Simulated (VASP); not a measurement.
# CrCN (P4/mmm) in VASP: a series of runs, part 2 of 2

VASP 6.6.1. Earlier steps stand in the parts before.

**3. Relaxation of cell and atoms, PBE**

This run uses another cell than the first one, of 9.65 Å³/atom, 0.902 times its volume.

File INCAR:

```
SYSTEM = CrCN
PREC = Accurate
ENCUT = 600
EDIFF = 1E-7
ISMEAR = 0
SIGMA = 0.1
LREAL = .False.
LASPH = .True.
NELM = 80
ALGO = Normal
ISIF = 3
LWAVE = .False.
LCHARG = .False.
GGA = PE
IBRION = 2
NSW = 100
EDIFFG = -0.01
```

File KPOINTS:

```
Automatic mesh
0
Gamma
  16 16 12
  0 0 0
```

File POSCAR:

```
CrCN
1.0
    2.7404622164      0.0000000000      0.0000000000
    0.0000000000      2.7404622164      0.0000000000
    0.0000000000      0.0000000000      3.8565247394
Cr C N
1 1 1
Direct
    0.0000000000      0.0000000000      0.0000000000
    0.0000000000      0.0000000000      0.5000000000
    0.5000000000      0.5000000000      0.0000000000
```

Potentials or basis: VASP PAW PBE potentials, release 64 (Cr_pv, C, N).

Command:

```sh
cat potpaw_PBE.64/Cr_pv/POTCAR potpaw_PBE.64/C/POTCAR potpaw_PBE.64/N/POTCAR > POTCAR
mpirun -np 1 vasp_std > vasp.out
```

OUTCAR:

```text
SYSTEM = CrCN
   PREC = Accurate
   ENCUT = 600
   EDIFF = 1E-7
   ISMEAR = 0
   LREAL = .False.
   LASPH = .True.
   NELM = 80
   ISIF = 3
   GGA = PE
   IBRION = 2
   NSW = 100
   EDIFFG = -0.01

 ion  position               nearest neighbor table
   1  0.000  0.000  0.000-   2 1.93   2 1.93   3 1.94   3 1.94   3 1.94   3 1.94
   2  0.000  0.000  0.500-   1 1.93   1 1.93
   3  0.500  0.500  0.000-   1 1.94   1 1.94   1 1.94   1 1.94

  LATTYP: Found a simple tetragonal cell.
 ALAT       =     2.7404622164
 C/A-ratio  =     1.4072533882

  Lattice vectors:

 A1 = (   2.7404622164,   0.0000000000,   0.0000000000)
 A2 = (   0.0000000000,   2.7404622164,   0.0000000000)
 A3 = (   0.0000000000,   0.0000000000,   3.8565247394)

[... 375 lines left out ...]
 val. band max:        6.7517473200   @ k =   0.4375   0.3125   0.0833
 cond. band min:       6.7633201365   @ k =   0.0625   0.0625   0.0000
 fundamental gap:      0.0115728165
 Fermi energy:         6.7630630199

 k-point     1 :       0.0000    0.0000    0.0000
  band No.  band energies     occupation
      1     -37.0091      2.00000
      2     -37.0091      2.00000
      3     -36.5880      2.00000
      4      -9.7190      2.00000
      5      -3.8839      2.00000
      6       2.1317      2.00000
      7       3.9068      2.00000
      8       4.8639      2.00000
      9       4.8639      2.00000
     10       6.5588      1.99613
     11       6.8180      0.43758
     12       6.8180      0.43758
     13       8.4695      0.00000
     14       9.0141      0.00000
[... 377 lines left out ...]
      1     -37.2760      2.00000
      2     -37.0115      2.00000
      3     -36.5582      2.00000
      4      -7.6893      2.00000
      5      -3.2289      2.00000
      6       0.1105      2.00000
      7       1.2503      2.00000
      8       2.4535      2.00000
      9       4.8060      2.00000
     10       6.1274      2.00000
     11       7.0670      0.00002
     12       7.6508      0.00000
     13       8.7102      0.00000
     14       9.0502      0.00000

 [... further k-points ...]
[... 5 lines left out ...]
  --------------------------------------------------------------------------------------
  -------------------------------------------------------------------------------------
  Total        0.0040080      0.0040080     -0.0034805      0.0000000     -0.0000000      0.0000000
  in kB        0.2212512      0.2212512     -0.1921294      0.0000000     -0.0000000      0.0000000
  external PRESSURE =       0.0834577 kB  Pullay stress =       0.0000000 kB
[... 18 lines left out ...]
  FREE ENERGIE OF THE ION-ELECTRON SYSTEM (eV)
  ---------------------------------------------------
  free  energy   TOTEN  =       -23.6023260675 eV

  energy  without entropy=      -23.5897307903  energy(sigma->0) =      -23.59602843

 reached required accuracy - stopping structural energy minimisation
```

OSZICAR:

```text
N       E                     dE             d eps       ncg     rms          rms(c)
DAV:   1     0.190903418500E+03    0.19090E+03   -0.12627E+04  8820   0.174E+03
DAV:   2    -0.146890394608E+02   -0.20559E+03   -0.20195E+03  9714   0.435E+02
DAV:   3    -0.316032067311E+02   -0.16914E+02   -0.16246E+02 12466   0.117E+02
DAV:   4    -0.319963392497E+02   -0.39313E+00   -0.39184E+00  9446   0.183E+01
[... 53 lines left out ...]
DAV:   2    -0.236036045520E+02   -0.11300E-02   -0.12470E-02 11948   0.886E-01    0.376E-01
DAV:   3    -0.236023332006E+02    0.12714E-02   -0.74936E-03 12000   0.700E-01    0.251E-02
DAV:   4    -0.236023278160E+02    0.53846E-05   -0.62908E-05  9956   0.807E-02    0.975E-03
DAV:   5    -0.236023261383E+02    0.16777E-05   -0.45862E-06 11198   0.196E-02    0.324E-03
DAV:   6    -0.236023260675E+02    0.70758E-07   -0.41151E-07  9590   0.512E-03
   6 F= -.23602326E+02 E0= -.23596028E+02  d E =-.176547E-04
```

Run time: 6.2 min. Hardware: 1 thread of Intel Xeon 6975P-C, shared host; peak memory 0.32 GiB.

What came out:

* Free energy: -23.6023 eV
* Relaxed volume: 9.67 Å³/atom
* Relaxed cell: a = 2.746 Å, b = 2.746 Å, c = 3.848 Å, α = 90.00°, β = 90.00°, γ = 90.00°
* Space group after relaxing (to 0.05 Å): P4/mmm (No. 123)
* Energy gained by relaxing: 0.2 meV/atom
* Ionic steps: 6
* Pressure after relaxing: 0.0 GPa

Step by step:
| step | energy change (eV) | largest force (eV/Å) | pressure (GPa) | volume (Å³) |
| --- | --- | --- | --- | --- |
| 1 | 0.0000 | 0.0000 | 0.48 | 28.96 |
| 2 | -0.0005 | 0.0000 | -0.47 | 29.09 |
| 3 | -0.0006 | 0.0000 | -0.13 | 29.05 |
| 4 | -0.0006 | 0.0000 | -0.16 | 29.05 |
| 5 | -0.0006 | 0.0000 | 0.13 | 29.01 |
| 6 | -0.0006 | 0.0000 | 0.01 | 29.02 |

Final structure:
```xyz
3
Lattice="2.7464 0.0000 0.0000 0.0000 2.7464 0.0000 0.0000 0.0000 3.8480" Properties=species:S:1:pos:R:3 pbc="T T T"
Cr    2.7464    0.0000    0.0000
C     2.7464    0.0000    1.9240
N     1.3732    1.3732    0.0000
```

Caveat: the run has no spin polarisation, though such a crystal can be magnetic. With open d or f shells a metallic result of PBE can be an artefact of self-interaction; +U or a hybrid may open a gap.
